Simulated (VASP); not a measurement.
# SiC (R3m) in VASP: notebook

SiC is run at these levels: PBE; tasks: single point.

All numbers are computed with VASP 6.6.1; they aren't measurements. Logs are shortened: lines on timing, memory, paths and dates and some standing lists are left out, and cuts for length are marked.

### 1 The cell of the first run

It takes space group R3m (No. 160, trigonal). Conventional cell: a = 2.920 Å, b = 2.920 Å, c = 7.506 Å, α = 90.00°, β = 90.00°, γ = 120.00°. Within 2.4 Å of Si (site symmetry 3m) lie 4 C at 1.80 to 1.88 Å. Within 2.4 Å of C (site symmetry 3m) lie 4 Si at 1.80 to 1.88 Å.

### 2 Single point, PBE

INCAR

```
SYSTEM = SiC
PREC = Accurate
ENCUT = 520
EDIFF = 1E-7
ISMEAR = 0
SIGMA = 0.05
LREAL = .False.
LASPH = .True.
NELM = 80
ALGO = Normal
ISIF = 2
LWAVE = .False.
LCHARG = .False.
GGA = PE
NBANDS = 11
```

KPOINTS

```
Automatic mesh
0
Gamma
  12 12 12
  0 0 0
```

POSCAR

```
SiC
1.0
    0.0000000000      2.0650937190      2.0650937190
    2.0650937190      0.0000000000      2.0650937190
    2.1329664659      2.1329664659     -0.0678727469
Si C
1 1
Direct
    0.0000000000      0.0000000000      0.0000000000
    0.7500000000      0.7500000000      0.7500000000
```

Potentials or basis: VASP PAW PBE potentials, release 64 (Si, C).

Run with:

```console
> cat potpaw_PBE.64/Si/POTCAR potpaw_PBE.64/C/POTCAR > POTCAR
> mpirun -np 1 vasp_std > vasp.out
```

OUTCAR:

```text
SYSTEM = SiC
   PREC = Accurate
   ENCUT = 520
   EDIFF = 1E-7
   ISMEAR = 0
   LREAL = .False.
   LASPH = .True.
   NELM = 80
   ISIF = 2
   GGA = PE

 ion  position               nearest neighbor table
   1  0.000  0.000  0.000-   2 1.80   2 1.80   2 1.80   2 1.88
   2  0.750  0.750  0.750-   1 1.80   1 1.80   1 1.80   1 1.88

  LATTYP: Found a trigonal (rhomboedric) cell.
 ALAT       =     3.0172336003
 COS(alpha) =     0.5315517071

  Lattice vectors:

 A1 = (   2.1329664659,   0.0678727469,  -2.1329664659)
 A2 = (   0.0678727469,   2.1329664659,  -2.1329664659)
 A3 = (   2.1329664659,   2.1329664659,  -0.0678727469)

Analysis of symmetry for initial positions (statically):
=====================================================================
 Subroutine PRICEL returns:
 Original cell was already a primitive cell.

 Routine SETGRP: Setting up the symmetry group for a
 trigonal (rhombohedral) supercell.

 Subroutine GETGRP returns: Found  6 space group operations
 (whereof  6 operations were pure point group operations)
 out of a pool of 12 trial point group operations.

The static configuration has the point symmetry C_3v.

Analysis of symmetry for dynamics (positions and initial velocities):
=====================================================================
 Subroutine PRICEL returns:
 Original cell was already a primitive cell.

 Routine SETGRP: Setting up the symmetry group for a
 trigonal (rhombohedral) supercell.

 Subroutine GETGRP returns: Found  6 space group operations
 (whereof  6 operations were pure point group operations)
 out of a pool of 12 trial point group operations.

The dynamic configuration has the point symmetry C_3v.

 Subroutine INISYM returns: Found  6 space group operations
 (whereof  6 operations are pure point group operations),
 and found     1 'primitive' translations

----------------------------------------------------------------------------------------

                                     Primitive cell

  volume of cell :      18.4820

  direct lattice vectors                    reciprocal lattice vectors
     0.000000000  2.065093719  2.065093719    -0.238327868  0.245911656  0.238327868
     2.065093719  0.000000000  2.065093719     0.245911656 -0.238327868  0.238327868
     2.132966466  2.132966466 -0.067872747     0.230744079  0.230744079 -0.230744079

  length of vectors
     2.920483545  2.920483545  3.017233600     0.417220431  0.417220431  0.399660468

  position of ions in fractional coordinates (direct lattice)
     0.000000000  0.000000000  0.000000000
     0.750000000  0.750000000  0.750000000

  ion indices of the primitive-cell ions
   primitive index   ion index
                 1           1
                 2           2

----------------------------------------------------------------------------------------

 KPOINTS: Automatic mesh

Automatic generation of k-mesh.
 Grid dimensions read from file:
 generate k-points for:   12   12   12

 Generating k-lattice:

  Cartesian coordinates                     Fractional coordinates (reciprocal lattice)
    -0.019860656  0.020492638  0.019860656     0.083333333  0.000000000  0.000000000
     0.020492638 -0.019860656  0.019860656     0.000000000  0.083333333  0.000000000
     0.019228673  0.019228673 -0.019228673     0.000000000  0.000000000  0.083333333

  Length of vectors
     0.034768369  0.034768369  0.033305039

  Shift w.r.t. Gamma in fractional coordinates (k-lattice)
     0.000000000  0.000000000  0.000000000

 Subroutine IBZKPT returns following result:
 ===========================================

 Found    189 irreducible k-points:

 Following reciprocal coordinates:
            Coordinates               Weight
  0.000000  0.000000  0.000000      1.000000
  0.083333  0.000000 -0.000000      6.000000
  0.166667  0.000000 -0.000000      6.000000
  0.250000  0.000000 -0.000000      6.000000
  0.333333  0.000000  0.000000      6.000000
  0.416667  0.000000 -0.000000      6.000000
[... 16 lines left out ...]
  0.500000  0.166667 -0.000000     12.000000
 -0.416667  0.166667  0.000000     12.000000
 [... further k-points ...]
   k-points           NKPTS =    189   k-points in BZ     NKDIM =    189   number of bands    NBANDS=     11
   number of dos      NEDOS =    301   number of ions     NIONS =      2
   total plane-waves  NPLWV =  13824
   dimension x,y,z NGX =    24 NGY =   24 NGZ =   24
   dimension x,y,z NGXF=    48 NGYF=   48 NGZF=   48
   ions per type =               1   1
   NGX,Y,Z   is equivalent  to a cutoff of  13.66, 13.66, 13.22 a.u.
   NGXF,Y,Z  is equivalent  to a cutoff of  27.32, 27.32, 26.45 a.u.
 SYSTEM =  SiC
   PREC   = accura    normal or accurate (medium, high low for compatibility)
   ISTART =      0    job   : 0-new  1-cont  2-samecut
   ICHARG =      2    charge: 1-file 2-atom 10-const
   ISPIN  =      1    spin polarized calculation?
   LNONCOLLINEAR =      F non collinear calculations
   LSORBIT =      F    spin-orbit coupling
   LASPH  =      T    aspherical Exc in radial PAW
   ENCUT  =  520.0 eV  38.22 Ry    6.18 a.u.   5.43  5.43  5.61*2*pi/ulx,y,z
   NELM   =     80;   NELMIN=  2; NELMDL= -5     # of ELM steps
   EDIFF  = 0.1E-06   stopping-criterion for ELM
   LREAL  =      F    real-space projection
   EDIFFG = 0.1E-05   stopping-criterion for IOM
   NSW    =      0    number of steps for IOM
   IBRION =     -1    ionic relax: 0-MD 1-quasi-New 2-CG
   NFREE  =      0    steps in history (QN), initial steepest desc. (CG)
   ISIF   =      2    stress and relaxation
   ISYM   =      2    0-nonsym 1-usesym 2-fastsym
   POTIM  = 0.5000    time-step for ionic-motion
   TEBEG  =    0.0;   TEEND  =   0.0 temperature during run
   PSTRESS=    0.0 pullay stress
   NELECT =       8.0000    total number of electrons
   NUPDOWN=      -1.0000    fix difference up-down
   EMIN   =  10.00;   EMAX   =-10.00  energy-range for DOS
   EFERMI =   0.00;   METHOD = LEGACY
   ISMEAR =     0;   SIGMA  =   0.05  broadening in eV -4-tet -1-fermi 0-gaus
   EFERMI_NEDOS =   21; number of points for ismear=-14 and -15
   IALGO  =     38    algorithm
   IMIX   =      4    mixing-type and parameters
     AMIX     =   0.40;   BMIX     =  1.00
     AMIX_MAG =   1.60;   BMIX_MAG =  1.00
  volume/ion in A,a.u.               =       9.24        62.36
  Fermi-wavevector in a.u.,A,eV,Ry     =   1.238384  2.340206 20.865810  1.533594
  Thomas-Fermi vector in A             =   2.372911
   LORBIT       =      0    0 simple, 1 ext, 2 COOP (PROOUT), +10 PAW based schemes
   GGA     = PE    functional components
   LHFCALC =     F    Hartree Fock is set to
   AEXX    =    0.0000 exact exchange contribution
   IVDW    =     0    specifies the selected vdW correction
   LEPSILON=     F    determine dielectric tensor
   LRPA    =     F    only Hartree local field effects (RPA)
 non-spin polarized calculation
 Gauss-broadening in eV      SIGMA  =   0.05
  energy-cutoff  :      520.00
  volume of cell :       18.48
 maximum number of plane-waves:       531
 NGX is ok and might be reduce to    24

 number of electron       8.0000000 magnetization

 Free energy of the ion-electron system (eV)
  ---------------------------------------------------
  ext. energy  EPLUGINS =         0.00000000
  ---------------------------------------------------
  free energy    TOTEN  =       -14.75032094 eV

  energy without entropy =      -14.75032094  energy(sigma->0) =      -14.75032094

 E-fermi :   9.8718     XC(G=0): -11.8556

 val. band max:        9.5503927042   @ k =   0.0000   0.0000   0.0000
 cond. band min:      10.6287846408   @ k =   0.5000   0.5000  -0.0000
 fundamental gap:      1.0783919366
 Fermi energy:         9.8718430707

 k-point     1 :       0.0000    0.0000    0.0000
  band No.  band energies     occupation
      1      -6.8989      2.00000
      2       9.1616      2.00000
      3       9.5504      2.00000
      4       9.5504      2.00000
      5      15.9069      0.00000
      6      17.8778      0.00000
      7      17.9909      0.00000
      8      17.9909      0.00000
      9      24.6438      0.00000
     10      24.6438      0.00000
     11      27.2480      0.00000

 k-point     2 :       0.0833    0.0000   -0.0000
  band No.  band energies     occupation
      1      -6.7468      2.00000
      2       8.7601      2.00000
      3       9.1463      2.00000
      4       9.4394      2.00000
      5      16.0590      0.00000
      6      17.7934      0.00000
      7      18.1858      0.00000
      8      18.4389      0.00000
      9      23.6398      0.00000
     10      23.8774      0.00000
     11      26.8981      0.00000

 k-point     3 :       0.1667    0.0000   -0.0000
  band No.  band energies     occupation
      1      -6.2944      2.00000
      2       7.1060      2.00000
      3       8.8840      2.00000
      4       9.1640      2.00000
      5      16.1979      0.00000
      6      17.7452      0.00000
      7      18.5070      0.00000
      8      19.3337      0.00000
      9      22.5929      0.00000
     10      23.1363      0.00000
     11      26.0473      0.00000

 k-point     4 :       0.2500    0.0000   -0.0000
  band No.  band energies     occupation
      1      -5.5554      2.00000
      2       5.0631      2.00000
      3       8.6172      2.00000
      4       8.8392      2.00000
      5      16.0410      0.00000
      6      17.6489      0.00000
      7      18.3981      0.00000
      8      19.9778      0.00000
      9      22.6907      0.00000
     10      23.5716      0.00000
     11      25.6849      0.00000
[... 239 lines left out ...]
 k-point    22 :       0.4167    0.1667   -0.0000
  band No.  band energies     occupation
      1      -3.7399      2.00000
      2       2.7799      2.00000
      3       6.9788      2.00000
      4       7.2966      2.00000
      5      14.3139      0.00000
      6      18.0536      0.00000
      7      19.3013      0.00000
      8      20.4859      0.00000
      9      23.8426      0.00000
     10      27.5562      0.00000
     11      28.9028      0.00000

 k-point    23 :       0.5000    0.1667   -0.0000
  band No.  band energies     occupation
      1      -2.6812      2.00000
      2       1.2367      2.00000
      3       6.4972      2.00000
      4       7.4098      2.00000
      5      14.3449      0.00000
      6      17.8889      0.00000
      7      18.8200      0.00000
      8      21.5852      0.00000
      9      24.4582      0.00000
     10      27.7522      0.00000
     11      29.1200      0.00000

 k-point    24 :      -0.4167    0.1667    0.0000
  band No.  band energies     occupation
      1      -2.4039      2.00000
      2       0.8785      2.00000
      3       6.1776      2.00000
      4       7.7033      2.00000
      5      14.6971      0.00000
      6      17.6493      0.00000
      7      18.5141      0.00000
      8      21.7893      0.00000
      9      25.2774      0.00000
     10      26.0098      0.00000
     11      29.1151      0.00000

 [... further k-points ...]
[... 5 lines left out ...]
  --------------------------------------------------------------------------------------
  -------------------------------------------------------------------------------------
  Total        4.1022400      4.1022400      4.1022400     -1.3173127      1.3173127      1.3173127
  in kB      355.6171411    355.6171411    355.6171411   -114.1958957    114.1958957    114.1958957
  external PRESSURE =     355.6171411 kB  Pullay stress =       0.0000000 kB

 VOLUME and BASIS-vectors are now :
 -----------------------------------------------------------------------------
  energy-cutoff  :      520.00
  volume of cell :       18.48
      direct lattice vectors                 reciprocal lattice vectors
     0.000000000  2.065093719  2.065093719    -0.238327868  0.245911656  0.238327868
     2.065093719  0.000000000  2.065093719     0.245911656 -0.238327868  0.238327868
     2.132966466  2.132966466 -0.067872747     0.230744079  0.230744079 -0.230744079

 POSITION                                       TOTAL-FORCE (eV/Angst)
 -----------------------------------------------------------------------------------
      0.00000      0.00000      0.00000         0.409715      0.409715     -0.409715
      3.14855      3.14855      3.04674        -0.409715     -0.409715      0.409715
 -----------------------------------------------------------------------------------
    total drift:                               -0.000015     -0.000015      0.000015

  FREE ENERGIE OF THE ION-ELECTRON SYSTEM (eV)
  ---------------------------------------------------
  free  energy   TOTEN  =       -14.7503209372 eV

  energy  without entropy=      -14.7503209372  energy(sigma->0) =      -14.75032094
```

Wall time 36 s (1 thread of AMD EPYC 7R43 (Zen 3), shared host); peak memory 0.12 GiB.

Results:

```yaml
Free_energy: -14.7503 eV
Pressure: 35.6 GPa
Largest_force: 0.710 eV/Å
Band_gap_on_the_k_mesh: 1.08 eV, indirect (least direct gap 4.32 eV)
```

Forces on the atoms (eV/Å):
```
Si   0.410  0.410 -0.410
C   -0.410 -0.410  0.410
```

Levels at points of the mesh, in eV from the valence-band top:
| k point | band 1 | band 2 | band 3 | band 4 | band 5 | band 6 | band 7 | band 8 |
| --- | --- | --- | --- | --- | --- | --- | --- | --- |
| (0.00, 0.00, 0.00) | -16.45 | -0.39 | 0.00 | 0.00 | 6.36 | 8.33 | 8.44 | 8.44 |
| (0.50, 0.00, 0.00) | -12.31 | -9.27 | -1.34 | -1.24 | 6.01 | 7.14 | 7.82 | 10.49 |
| (0.50, 0.50, 0.00) | -10.88 | -8.29 | -3.78 | -3.24 | 1.08 | 4.67 | 15.03 | 15.15 |
| (0.00, 0.00, 0.50) | -12.85 | -9.41 | -0.89 | -0.89 | 7.12 | 8.04 | 8.04 | 10.81 |

### 3 Single point, PBE

This run uses another cell than the first one, of the same volume but with other edges.

INCAR

```
PREC = Accurate
ENCUT = 520
EDIFF = 1E-6
ISMEAR = 0
SIGMA = 0.05
LREAL = False
LASPH = True
NELM = 80
ALGO = Normal
ISIF = 2
LWAVE = False
LCHARG = True
GGA = PE
LELF = True
LVHAR = True
NBANDS = 11
```

KPOINTS

```
Automatic mesh
0
Gamma
  12 12 12
```

POSCAR

```
SiC
1.0
    0.0000000000      2.1438158531      2.1438158531
    2.1438158531      0.0000000000      2.1438158531
    2.0550618768      2.0550618768      0.0887539763
Si C
1 1
Direct
    0.0000000000      0.0000000000      0.0000000000
    0.7500000000      0.7500000000      0.7500000000
```

Potentials or basis: VASP PAW PBE potentials, release 64 (Si, C).

Run with:

```console
> cat potpaw_PBE.64/Si/POTCAR potpaw_PBE.64/C/POTCAR > POTCAR
> mpirun -np 1 vasp_std > vasp.out
```

OUTCAR:

```text
PREC = Accurate
   ENCUT = 520
   EDIFF = 1E-6
   ISMEAR = 0
   LREAL = False
   LASPH = True
   NELM = 80
   ISIF = 2
   GGA = PE

 ion  position               nearest neighbor table
   1  0.000  0.000  0.000-   2 1.74   2 1.84   2 1.84   2 1.84
   2  0.750  0.750  0.750-   1 1.74   1 1.84   1 1.84   1 1.84

  LATTYP: Found a trigonal (rhomboedric) cell.
 ALAT       =     2.9076512692
 COS(alpha) =     0.4563863912

  Lattice vectors:

 A1 = (   2.0550618768,  -0.0887539763,  -2.0550618768)
 A2 = (  -0.0887539763,   2.0550618768,  -2.0550618768)
 A3 = (   2.0550618768,   2.0550618768,   0.0887539763)

Analysis of symmetry for initial positions (statically):
=====================================================================
 Subroutine PRICEL returns:
 Original cell was already a primitive cell.

 Routine SETGRP: Setting up the symmetry group for a
 trigonal (rhombohedral) supercell.

 Subroutine GETGRP returns: Found  6 space group operations
 (whereof  6 operations were pure point group operations)
 out of a pool of 12 trial point group operations.

The static configuration has the point symmetry C_3v.

[... 164 lines left out ...]
 fundamental gap:      0.9123029365
 Fermi energy:         9.9154911649

 k-point     1 :       0.0000    0.0000    0.0000
  band No.  band energies     occupation
      1      -6.9021      2.00000
      2       9.2815      2.00000
      3       9.2815      2.00000
      4       9.6821      2.00000
      5      16.3179      0.00000
      6      17.0367      0.00000
      7      17.0367      0.00000
      8      19.4267      0.00000
      9      24.6670      0.00000
     10      24.6670      0.00000
     11      27.4569      0.00000
[... 309 lines left out ...]
 k-point    24 :      -0.4167    0.1667    0.0000
  band No.  band energies     occupation
      1      -2.7452      2.00000
      2       0.8129      2.00000
      3       6.2440      2.00000
      4       8.0904      2.00000
      5      15.2228      0.00000
      6      18.0543      0.00000
      7      19.2071      0.00000
      8      21.4413      0.00000
      9      24.6599      0.00000
     10      26.4552      0.00000
     11      28.9595      0.00000

 [... further k-points ...]
[... 5 lines left out ...]
  --------------------------------------------------------------------------------------
  -------------------------------------------------------------------------------------
  Total        4.1927482      4.1927482      4.1927482      1.9174839     -1.9174839     -1.9174839
  in kB      363.4631633    363.4631633    363.4631633    166.2238532   -166.2238532   -166.2238532
  external PRESSURE =     363.4631633 kB  Pullay stress =       0.0000000 kB

 VOLUME and BASIS-vectors are now :
 -----------------------------------------------------------------------------
  energy-cutoff  :      520.00
  volume of cell :       18.48
      direct lattice vectors                 reciprocal lattice vectors
     0.000000000  2.143815853  2.143815853    -0.238376487  0.228081487  0.238376487
     2.143815853  0.000000000  2.143815853     0.228081487 -0.238376487  0.238376487
     2.055061877  2.055061877  0.088753976     0.248671486  0.248671486 -0.248671486

 POSITION                                       TOTAL-FORCE (eV/Angst)
 -----------------------------------------------------------------------------------
      0.00000      0.00000      0.00000        -0.803484     -0.803484      0.803484
      3.14916      3.14916      3.28229         0.803484      0.803484     -0.803484
 -----------------------------------------------------------------------------------
    total drift:                                0.000008      0.000008     -0.000008

  FREE ENERGIE OF THE ION-ELECTRON SYSTEM (eV)
  ---------------------------------------------------
  free  energy   TOTEN  =       -14.6936502694 eV

  energy  without entropy=      -14.6936502694  energy(sigma->0) =      -14.69365027
```

OSZICAR:

```text
N       E                     dE             d eps       ncg     rms          rms(c)
DAV:   1     0.397477091006E+01    0.39748E+01   -0.40853E+03  4329   0.622E+02
DAV:   2    -0.163762242046E+02   -0.20351E+02   -0.19377E+02  5177   0.115E+02
DAV:   3    -0.169313760503E+02   -0.55515E+00   -0.55414E+00  5106   0.155E+01
DAV:   4    -0.169331626280E+02   -0.17866E-02   -0.17865E-02  4734   0.113E+00
DAV:   5    -0.169331695153E+02   -0.68873E-05   -0.68872E-05  5117   0.646E-02    0.102E+01
DAV:   6    -0.147978848953E+02    0.21353E+01   -0.68077E+00  4647   0.123E+01    0.461E+00
DAV:   7    -0.147024793067E+02    0.95406E-01   -0.55910E-01  5074   0.423E+00    0.203E+00
DAV:   8    -0.146934474113E+02    0.90319E-02   -0.24113E-02  4653   0.104E+00    0.179E-01
DAV:   9    -0.146935635753E+02   -0.11616E-03   -0.15761E-03  5075   0.248E-01    0.119E-01
DAV:  10    -0.146936437301E+02   -0.80155E-04   -0.19651E-04  4608   0.922E-02    0.344E-02
DAV:  11    -0.146936501867E+02   -0.64566E-05   -0.23139E-05  4989   0.301E-02    0.118E-02
DAV:  12    -0.146936502694E+02   -0.82670E-07   -0.17388E-06  3657   0.888E-03
   1 F= -.14693650E+02 E0= -.14693650E+02  d E =-.560879E-14
```

stdout:

```text
POSCAR found type information on POSCAR SiC
 POSCAR found :  2 types and       2 ions
 scaLAPACK will be used
 LDA part: xc-table for (Slater+PW92), standard interpolation
 POSCAR, INCAR and KPOINTS ok, starting setup
 FFT: planning ... GRIDC
 FFT: planning ... GRID_SOFT
 FFT: planning ... GRID
 WAVECAR not read
 entering main loop
```

It took 34 s on 1 thread of AMD EPYC 7R43 (Zen 3), shared host; peak memory 0.12 GiB.

What came out:

| Quantity | Value |
| --- | --- |
| Free energy | -14.6937 eV |
| Pressure | 36.3 GPa |
| Largest force | 1.392 eV/Å |
| Band gap on the k mesh | 0.91 eV, indirect (least direct gap 4.15 eV) |

Forces in eV/Å, atoms in the order of the input:
```
Si  -0.803 -0.803  0.803
C    0.803  0.803 -0.803
```

Caveat: forces of over 1 eV/Å act on the atoms, so gaps and moduli don't describe the material at rest.
